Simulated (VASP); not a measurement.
# Ag (Fm-3m) in VASP: further runs

Ag is run at these levels: r2SCAN; tasks: single point.

Everything below comes from runs of VASP 6.6.1. Logs are shortened: lines on timing, memory, paths and dates and some standing lists are left out, and cuts for length are marked.

**1. The cell of the first run**

The structure is cubic, space group Fm-3m (No. 225). The conventional cell has a = 3.803 Å, b = 3.803 Å, c = 3.803 Å, α = 90.00°, β = 90.00°, γ = 90.00°. Within 3.5 Å of Ag (site symmetry m-3m) lie 12 Ag at 2.69 Å.

**2. Single point, r2SCAN**

POSCAR reads:

```
Ag
1.0
    0.0000000000      1.9013943592      1.9013943592
    1.9013943592      0.0000000000      1.9013943592
    1.9013943592      1.9013943592      0.0000000000
Ag
1
Direct
    0.0000000000      0.0000000000      0.0000000000
```

INCAR.step1 reads:

```
SYSTEM = Ag
PREC = Accurate
ENCUT = 550
ISMEAR = -1
SIGMA = 0.05
LREAL = .FALSE.
LASPH = .TRUE.
NELM = 120
NBANDS = 12
GGA = PE
ALGO = Normal
EDIFF = 1E-5
LWAVE = .TRUE.
LCHARG = .FALSE.
GGA_COMPAT = .FALSE.
```

INCAR.step2 reads:

```
SYSTEM = Ag
PREC = Accurate
ENCUT = 550
EDIFF = 1E-6
ISMEAR = -1
SIGMA = 0.05
LREAL = .FALSE.
LASPH = .TRUE.
NELM = 120
ALGO = Normal
ISIF = 2
LWAVE = .FALSE.
LCHARG = .FALSE.
METAGGA = R2SCAN
LMIXTAU = .TRUE.
NBANDS = 12
ISTART = 1
GGA_COMPAT = .FALSE.
```

KPOINTS reads:

```
regular mesh
0
G
  11 11 11
  0 0 0
```

Potentials or basis: VASP PAW PBE potentials, release 64 (Ag).

Command:

```sh
> cat potpaw_PBE.64/Ag/POTCAR > POTCAR
> cp INCAR.step1 INCAR
> mpirun -np 1 vasp_std > vasp.out
> cp INCAR.step2 INCAR
> mpirun -np 1 vasp_std > vasp.out
```

OUTCAR:

```text
SYSTEM = Ag
   PREC = Accurate
   ENCUT = 550
   EDIFF = 1E-6
   ISMEAR = -1
   LREAL = .FALSE.
   LASPH = .TRUE.
   NELM = 120
   ISIF = 2
   METAGGA = R2SCAN
   ISTART = 1

 ion  position               nearest neighbor table
   1  0.000  0.000  0.000-

  LATTYP: Found a face centered cubic cell.
 ALAT       =     3.8027887184

  Lattice vectors:

 A1 = (   0.0000000000,   1.9013943592,   1.9013943592)
 A2 = (   1.9013943592,   0.0000000000,   1.9013943592)
 A3 = (   1.9013943592,   1.9013943592,   0.0000000000)

Analysis of symmetry for initial positions (statically):
=====================================================================
 Subroutine PRICEL returns:
 Original cell was already a primitive cell.

 Routine SETGRP: Setting up the symmetry group for a
 face centered cubic supercell.

 Subroutine GETGRP returns: Found 48 space group operations
 (whereof 48 operations were pure point group operations)
 out of a pool of 48 trial point group operations.

The static configuration has the point symmetry O_h .

Analysis of symmetry for dynamics (positions and initial velocities):
=====================================================================
 Subroutine PRICEL returns:
 Original cell was already a primitive cell.

 Routine SETGRP: Setting up the symmetry group for a
 face centered cubic supercell.

 Subroutine GETGRP returns: Found 48 space group operations
 (whereof 48 operations were pure point group operations)
 out of a pool of 48 trial point group operations.

The dynamic configuration has the point symmetry O_h .

 Subroutine INISYM returns: Found 48 space group operations
 (whereof 48 operations are pure point group operations),
 and found     1 'primitive' translations

----------------------------------------------------------------------------------------

                                     Primitive cell

  volume of cell :      13.7482

  direct lattice vectors                    reciprocal lattice vectors
     0.000000000  1.901394359  1.901394359    -0.262964912  0.262964912  0.262964912
     1.901394359  0.000000000  1.901394359     0.262964912 -0.262964912  0.262964912
     1.901394359  1.901394359  0.000000000     0.262964912  0.262964912 -0.262964912

  length of vectors
     2.688977690  2.688977690  2.688977690     0.455468588  0.455468588  0.455468588

[... 83 lines left out ...]
   NFREE  =      0    steps in history (QN), initial steepest desc. (CG)
   ISIF   =      2    stress and relaxation
   ISYM   =      2    0-nonsym 1-usesym 2-fastsym
   POTIM  = 0.5000    time-step for ionic-motion
   TEBEG  =    0.0;   TEEND  =   0.0 temperature during run
   PSTRESS=    0.0 pullay stress
   NELECT =      11.0000    total number of electrons
   NUPDOWN=      -1.0000    fix difference up-down
   EMIN   =  10.00;   EMAX   =-10.00  energy-range for DOS
   EFERMI =   0.00;   METHOD = LEGACY
   ISMEAR =    -1;   SIGMA  =   0.05  broadening in eV -4-tet -1-fermi 0-gaus
   EFERMI_NEDOS =   21; number of points for ismear=-14 and -15
   IALGO  =     38    algorithm
   IMIX   =      4    mixing-type and parameters
     AMIX     =   0.40;   BMIX     =  1.00
     AMIX_MAG =   1.60;   BMIX_MAG =  1.00
  volume/ion in A,a.u.               =      13.75        92.78
  Fermi-wavevector in a.u.,A,eV,Ry     =   1.519813  2.872030 31.427172  2.309832
  Thomas-Fermi vector in A             =   2.628748
   LORBIT       =      0    0 simple, 1 ext, 2 COOP (PROOUT), +10 PAW based schemes
   METAGGA = R2SCAN    functional components
   LHFCALC =     F    Hartree Fock is set to
   AEXX    =    0.0000 exact exchange contribution
   IVDW    =     0    specifies the selected vdW correction
   LEPSILON=     F    determine dielectric tensor
   LRPA    =     F    only Hartree local field effects (RPA)
 non-spin polarized calculation
  energy-cutoff  :      550.00
  volume of cell :       13.75
 maximum number of plane-waves:       415
 NGX is ok and might be reduce to    24
   NGX = 11   NGY = 11   NGZ = 11

 number of electron      11.0000000 magnetization

 Free energy of the ion-electron system (eV)
  ---------------------------------------------------
  ext. energy  EPLUGINS =         0.00000000
  ---------------------------------------------------
  free energy    TOTEN  =       -20.96770628 eV

  energy without entropy =      -20.96667147  energy(sigma->0) =      -20.96718887

 E-fermi :  11.9951     XC(G=0): -14.5445

 val. band max:       11.8491287530   @ k =   0.4545   0.2727   0.0000
 cond. band min:      12.1130035000   @ k =   0.4545   0.3636   0.0000
 fundamental gap:      0.2638747470
 Fermi energy:        11.9951382134

 k-point     1 :       0.0000    0.0000    0.0000
  band No.  band energies     occupation
      1       2.0368      2.00000
      2       5.7094      2.00000
      3       5.7094      2.00000
      4       5.7094      2.00000
      5       7.2419      2.00000
      6       7.2419      2.00000
      7      28.7946      0.00000
      8      33.9076      0.00000
      9      33.9076      0.00000
     10      33.9076      0.00000
     11      39.4506      0.00000
     12      42.4300      0.00000
[... 331 lines left out ...]
 k-point    24 :      -0.1818    0.1818    0.0000
  band No.  band energies     occupation
      1       4.4845      2.00000
      2       5.0868      2.00000
      3       5.9775      2.00000
      4       6.6044      2.00000
      5       6.6319      2.00000
      6       8.8303      2.00000
      7      25.9347      0.00000
      8      26.6313      0.00000
      9      32.9375      0.00000
     10      34.5782      0.00000
     11      36.7855      0.00000
     12      41.3717      0.00000

 [... further k-points ...]

------------------------ aborting loop because EDIFF is reached ----------------------------------------

  FORCE on cell =-STRESS in cart. coord.  units (eV):
  Direction    XX          YY          ZZ          XY          YZ          ZX
  --------------------------------------------------------------------------------------
  -------------------------------------------------------------------------------------
  Total        3.9385324      3.9385324      3.9385324      0.0000000      0.0000000      0.0000000
  in kB      458.9849026    458.9849026    458.9849026      0.0000000      0.0000000      0.0000000
  external PRESSURE =     458.9849026 kB  Pullay stress =       0.0000000 kB

 VOLUME and BASIS-vectors are now :
 -----------------------------------------------------------------------------
  energy-cutoff  :      550.00
  volume of cell :       13.75
      direct lattice vectors                 reciprocal lattice vectors
     0.000000000  1.901394359  1.901394359    -0.262964912  0.262964912  0.262964912
     1.901394359  0.000000000  1.901394359     0.262964912 -0.262964912  0.262964912
     1.901394359  1.901394359  0.000000000     0.262964912  0.262964912 -0.262964912

 POSITION                                       TOTAL-FORCE (eV/Angst)
 -----------------------------------------------------------------------------------
      0.00000      0.00000      0.00000         0.000000      0.000000      0.000000
 -----------------------------------------------------------------------------------
    total drift:                                0.000000      0.000000     -0.000000

  FREE ENERGIE OF THE ION-ELECTRON SYSTEM (eV)
  ---------------------------------------------------
  free  energy   TOTEN  =       -20.9677062764 eV

  energy  without entropy=      -20.9666714712  energy(sigma->0) =      -20.96718887
```

OSZICAR.step1:

```text
N       E                     dE             d eps       ncg     rms          rms(c)
DAV:   1     0.556875539540E+02    0.55688E+02   -0.59498E+03  1360   0.905E+02
DAV:   2    -0.166669067270E+01   -0.57354E+02   -0.54338E+02  1580   0.209E+02
DAV:   3    -0.255438396574E+01   -0.88769E+00   -0.88710E+00  1600   0.266E+01
DAV:   4    -0.255696269552E+01   -0.25787E-02   -0.25786E-02  1568   0.152E+00
DAV:   5    -0.255697864651E+01   -0.15951E-04   -0.15952E-04  1616   0.105E-01    0.975E+00
DAV:   6    -0.228269955001E+01    0.27428E+00   -0.79988E-01  1516   0.851E+00    0.573E+00
DAV:   7    -0.225832511056E+01    0.24374E-01   -0.39765E-02  1600   0.189E+00    0.262E+00
DAV:   8    -0.225330814302E+01    0.50170E-02   -0.14311E-03  1536   0.356E-01    0.165E-01
DAV:   9    -0.225331240576E+01   -0.42627E-05   -0.75879E-06  1456   0.263E-02
   1 F= -.22533124E+01 E0= -.22526435E+01  d E =-.133771E-02
```

Wall time 14 s (1 thread of Intel Xeon 6975P-C (Granite Rapids), shared host); peak memory 0.15 GiB.

What came out:

* Free energy: -20.9677 eV
* Pressure: 45.9 GPa
* Band gap on the k mesh: zero (an odd number of electrons rules out a gap without spin polarisation)

Levels at points of the mesh, in eV from the Fermi level:
```tsv
k point	band 4	band 5	band 6	band 7	band 8	band 9
(0.00, 0.00, 0.00)	-6.29	-4.75	-4.75	16.80	21.91	21.91
```

Caveat: the cell stands under pressure; the PAW data sets were made with another functional, which shifts forces and pressure a little.

**3. Single point, r2SCAN**

This run uses another cell than the first one, of 14.48 Å³/atom.

POSCAR reads:

```
Ag
1.0
    0.0000000000      1.9344090063      1.9344090063
    1.9344090063      0.0000000000      1.9344090063
    1.9344090063      1.9344090063      0.0000000000
Ag
1
Direct
    0.0000000000      0.0000000000      0.0000000000
```

INCAR.step1 reads:

```
SYSTEM = Ag
ALGO     = Normal         ! electronic algorithm
EDIFF    = 1E-5           ! SCF threshold, eV
ENCUT    = 550            ! plane-wave cutoff, eV
GGA      = PE             ! functional
GGA_COMPAT= .False.      
ISMEAR   = -1             ! smearing method
LASPH    = .True.         ! aspherical terms in the spheres
LCHARG   = .False.        ! write CHGCAR
LREAL    = .False.        ! projectors in reciprocal space
LWAVE    = .True.         ! write WAVECAR
NBANDS   = 12             ! bands
NELM     = 120            ! most SCF steps
PREC     = Accurate       ! precision mode
SIGMA    = 0.05           ! smearing width, eV
```

INCAR.step2 reads:

```
SYSTEM = Ag
ALGO     = Normal         ! electronic algorithm
EDIFF    = 1E-6           ! SCF threshold, eV
ENCUT    = 550            ! plane-wave cutoff, eV
GGA_COMPAT= .False.      
ISIF     = 2              ! what is computed and relaxed
ISMEAR   = -1             ! smearing method
ISTART   = 1            
LASPH    = .True.         ! aspherical terms in the spheres
LCHARG   = .True.         ! write CHGCAR
LELF     = .True.         ! ELF
LMIXTAU  = .True.       
LREAL    = .False.        ! projectors in reciprocal space
LVHAR    = .True.       
LWAVE    = .False.        ! write WAVECAR
METAGGA  = R2SCAN         ! meta-GGA
NBANDS   = 12             ! bands
NELM     = 120            ! most SCF steps
PREC     = Accurate       ! precision mode
SIGMA    = 0.05           ! smearing width, eV
```

KPOINTS reads:

```
k-points
0
Gamma
  11 11 11
  0 0 0
```

Potentials or basis: VASP PAW PBE potentials, release 64 (Ag).

Command:

```sh
> cat potpaw_PBE.64/Ag/POTCAR > POTCAR
> cp INCAR.step1 INCAR
> mpirun -np 1 vasp_std > vasp.out
> cp INCAR.step2 INCAR
> mpirun -np 1 vasp_std > vasp.out
```

Wall time 14 s (1 thread of Intel Xeon 6975P-C (Granite Rapids), shared host); peak memory 0.15 GiB.

The run converged. Its results:

```yaml
Free_energy: -21.1404 eV
Pressure: 30.6 GPa
Band_gap_on_the_k_mesh: zero (an odd number of electrons rules out a gap without spin polarisation)
```

Levels at points of the mesh, in eV from the Fermi level:
| k point | band 3 | band 4 | band 5 | band 6 | band 7 | band 8 | band 9 | band 10 |
| --- | --- | --- | --- | --- | --- | --- | --- | --- |
| (0.00, 0.00, 0.00) | -6.03 | -6.03 | -4.63 | -4.63 | 16.76 | 21.54 | 21.54 | 21.54 |

Caveat: the cell stands under pressure; the PAW data sets were made with another functional, which shifts forces and pressure a little.

**4. Single point, r2SCAN**

This run uses another cell than the first one, of 15.50 Å³/atom.

POSCAR reads:

```
Ag
1.0
    0.0000000000      1.9787556002      1.9787556002
    1.9787556002      0.0000000000      1.9787556002
    1.9787556002      1.9787556002      0.0000000000
Ag
1
Direct
    0.0000000000      0.0000000000      0.0000000000
```

INCAR.step1 reads:

```
SYSTEM = Ag
PREC = Accurate
ENCUT = 550
ISMEAR = -1
SIGMA = 0.05
LREAL = .FALSE.
LASPH = .TRUE.
NELM = 120
NBANDS = 12
GGA = PE
ALGO = Normal
EDIFF = 1E-5
LWAVE = .TRUE.
LCHARG = .FALSE.
GGA_COMPAT = .FALSE.
```

INCAR.step2 reads:

```
SYSTEM = Ag
PREC = Accurate
ENCUT = 550
EDIFF = 1E-6
ISMEAR = -1
SIGMA = 0.05
LREAL = .FALSE.
LASPH = .TRUE.
NELM = 120
ALGO = Normal
ISIF = 2
LWAVE = .FALSE.
LCHARG = .FALSE.
METAGGA = R2SCAN
LMIXTAU = .TRUE.
NBANDS = 12
ISTART = 1
GGA_COMPAT = .FALSE.
```

KPOINTS reads:

```
regular mesh
0
G
  11 11 11
  0 0 0
```

Command:

```sh
> cat potpaw_PBE.64/Ag/POTCAR > POTCAR
> cp INCAR.step1 INCAR
> mpirun -np 1 vasp_std > vasp.out
> cp INCAR.step2 INCAR
> mpirun -np 1 vasp_std > vasp.out
```

Run time: 15 s. Hardware: 1 thread of Intel Xeon 6975P-C (Granite Rapids), shared host; peak memory 0.14 GiB.

The run converged. Its results:

```
Free energy            : -21.2839 eV
Pressure               : 15.4 GPa
Band gap on the k mesh : zero (an odd number of electrons rules out a gap without spin polarisation)
```

Levels at points of the mesh, in eV from the Fermi level:
| k point | band 4 | band 5 | band 6 | band 7 | band 8 | band 9 |
| --- | --- | --- | --- | --- | --- | --- |
| (0.00, 0.00, 0.00) | -5.75 | -4.51 | -4.51 | 16.63 | 20.97 | 20.97 |

Caveat: the cell stands under pressure; the PAW data sets were made with another functional, which shifts forces and pressure a little.

**5. Single point, r2SCAN**

This run uses another cell than the first one, of 17.25 Å³/atom.

POSCAR reads:

```
Ag
1.0
    0.0000000000      2.0506901544      2.0506901544
    2.0506901544      0.0000000000      2.0506901544
    2.0506901544      2.0506901544      0.0000000000
Ag
1
Direct
    0.0000000000      0.0000000000      0.0000000000
```

INCAR.step1 reads:

```
SYSTEM = Ag
PREC = Accurate ; ENCUT = 550
ISMEAR = -1 ; SIGMA = 0.05
LREAL = .False. ; LASPH = .True.
NELM = 120 ; NBANDS = 12
GGA = PE ; ALGO = Normal
EDIFF = 1E-5 ; LWAVE = .True.
LCHARG = .False. ; GGA_COMPAT = .False.
```

INCAR.step2 reads:

```
SYSTEM = Ag
PREC = Accurate ; ENCUT = 550
EDIFF = 1E-6 ; ISMEAR = -1
SIGMA = 0.05 ; LREAL = .False.
LASPH = .True. ; NELM = 120
ALGO = Normal ; ISIF = 2
LWAVE = .False. ; LCHARG = .False.
METAGGA = R2SCAN ; LMIXTAU = .True.
NBANDS = 12 ; ISTART = 1
GGA_COMPAT = .False.
```

KPOINTS reads:

```
regular mesh
0
Gamma
  11 11 11
  0 0 0
```

Command:

```sh
> cat potpaw_PBE.64/Ag/POTCAR > POTCAR
> cp INCAR.step1 INCAR
> mpirun -np 1 vasp_std > vasp.out
> cp INCAR.step2 INCAR
> mpirun -np 1 vasp_std > vasp.out
```

Wall time 15 s (1 thread of Intel Xeon 6975P-C (Granite Rapids), shared host); peak memory 0.15 GiB.

The run converged. Its results:

```yaml
Free_energy: -21.3596 eV
Pressure: 0.1 GPa
Band_gap_on_the_k_mesh: zero (an odd number of electrons rules out a gap without spin polarisation)
```

Levels at points of the mesh, in eV from the Fermi level:
| k point | band 4 | band 5 | band 6 | band 7 | band 8 | band 9 |
| --- | --- | --- | --- | --- | --- | --- |
| (0.00, 0.00, 0.00) | -5.39 | -4.37 | -4.37 | 16.33 | 19.99 | 19.99 |

Caveat: the PAW data sets were made with another functional, which shifts forces and pressure a little.

**6. The runs side by side**

| cell | gap on the mesh (eV) | pressure (GPa) |
| --- | --- | --- |
| a = 2.689 Å, angles 60.0°, 1 atom | none | 45.9 |
| a = 2.736 Å, angles 60.0°, 1 atom | none | 30.6 |
| a = 2.798 Å, angles 60.0°, 1 atom | none | 15.4 |
| a = 2.900 Å, angles 60.0°, 1 atom | none | 0.1 |

Alike in all rows: task single point; level r2SCAN; potentials or basis VASP PAW PBE potentials, release 64 (Ag); no spin polarisation; k mesh 11 × 11 × 11; cutoff (eV) 550; smearing fermi-dirac 0.05 eV.

Caveats: the PAW data sets were made with another functional, which shifts forces and pressure a little; the cell stands under pressure (at least some runs).

Absolute energies hang on the potentials; compare differences alone.
